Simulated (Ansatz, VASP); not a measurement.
## ReW4 in VASP and in Ansatz

POSCAR

```
ReW4
1.0
    4.4811552941      0.0000000000      0.0000000000
   -2.2405776471      3.8807943230      0.0000000000
    0.0000000000      0.0000000000     19.6588000000
W Re
4 1
Direct
    0.8333333333      0.1666666667      0.4201791448
    0.1666666667      0.8333333333      0.4563865709
    0.8333333333      0.1666666667      0.5436134287
    0.1666666667      0.8333333333      0.5798208547
    0.5000000000      0.5000000000      0.5000000008
```

The input INCAR.step1:

```
SYSTEM = ReW4
ALGO = Normal
DIPOL = 0.5 0.5 0.500
EDIFF = 1E-4
ENCUT = 520
GGA = PE
IDIPOL = 3
ISMEAR = -1
LASPH = .True.
LCHARG = .False.
LDIPOL = .True.
LREAL = .False.
LWAVE = .True.
NBANDS = 40
NELM = 100
PREC = Accurate
SIGMA = 0.05
```

File INCAR.step2:

```
SYSTEM = ReW4
ALGO = Normal
DIPOL = 0.5 0.5 0.500
EDIFF = 1E-7
ENCUT = 520
IDIPOL = 3
ISIF = 2
ISMEAR = -1
ISTART = 1
LASPH = .True.
LCHARG = .False.
LDIPOL = .True.
LMIXTAU = .True.
LREAL = .False.
LWAVE = .False.
METAGGA = R2SCAN
NBANDS = 40
NELM = 100
PREC = Accurate
SIGMA = 0.05
```

The input KPOINTS:

```
k-points
0
Gamma
  11 11 1
  0 0 0
```

Input for Ansatz:

```yaml
crystal:
  lattice:
    - [4.4811552941, 0.0, 0.0]
    - [-2.2405776471, 3.880794323, 0.0]
    - [0.0, 0.0, 19.6588]
  atoms:
    - { symbol: W, position: [0.8333333333, 0.1666666667, 0.4201791448] }
    - { symbol: W, position: [0.1666666667, 0.8333333333, 0.4563865709] }
    - { symbol: Re, position: [0.5, 0.5, 0.5000000008] }
    - { symbol: W, position: [0.8333333333, 0.1666666667, 0.5436134287] }
    - { symbol: W, position: [0.1666666667, 0.8333333333, 0.5798208547] }
kpoints:
  mp_grid: { grid: [11, 11, 1] }
scf:
  occupations: { method: fermi_dirac, width: 0.05 }
hamiltonian:
  xc: r2scan
  pseudopotentials: { kind: paw }
output:
  forces: true
  stress: true
  eigenvalues: true
efield:
  axis: 3
  amplitude: 0
  dipole_correction: true
```

Alike in both runs: task single point; functional r2SCAN; k mesh 11 × 11 × 1; occupations fermi-dirac, width 0.05 eV; no spin polarisation.

|  | VASP | Ansatz |
| --- | --- | --- |
| version | VASP 6.6.1 | Ansatz 0.2.0 |
| potentials or method | VASP PAW PBE potentials, release 64 (W_sv, Re) | PAW with Ansatz's default frozen-core files, scalar-relativistic |
| plane-wave cutoff (eV) | 520 | 500 |
| valence electrons in the cell | 63 | 71 |

Ansatz gave:

```
rms of the force components (eV/Å) : 0.173
```

Problem. Which values does VASP return?

Solution. rms of the force components (eV/Å): 0.183.

VASP's potentials were made for PBE, not for r2SCAN. The functional is the same, so the differences come from potentials, cutoffs and numerics. VASP's potentials hold 63 valence electrons a cell and Ansatz's 71, so a difference there can come from the potentials and not from the codes.

Neither program's run includes spin-orbit coupling.
